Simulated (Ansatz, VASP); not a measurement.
# Two plane-wave programs on AlN

```xyz
2
Lattice="-0.0268 2.1807 2.2079 2.1854 -0.0060 2.1871 2.1876 2.1622 -0.0083" Properties=species:S:1:pos:R:3 pbc="T T T"
Al    0.0472    2.1917    2.1912
N     3.2502    3.3237    3.3084
```

Alike in both runs: task single point; functional PBE; k mesh 6 × 6 × 6; no spin polarisation.

```csv
,VASP,Ansatz
version,VASP 6.6.1,Ansatz 0.2.0
potentials or method,"VASP PAW PBE potentials, release 64 (Al, N), cutoff 600 eV","plane waves, PAW"
occupations,"gaussian, width 0.01 eV",fixed
valence electrons in the cell,8,8
```

```tsv
	VASP	Ansatz	Ansatz less VASP
pressure (GPa)	4.1	4.5	+0.37
traceless stress, the component that is largest in VASP (GPa)	-5.97	-5.95	+0.025
rms of the force components (eV/Å)	0.782	0.779	-0.0021
```

Atom by atom the forces differ by 0.002 eV/Å (rms over components). Ansatz's warnings: stress scf threshold loose.
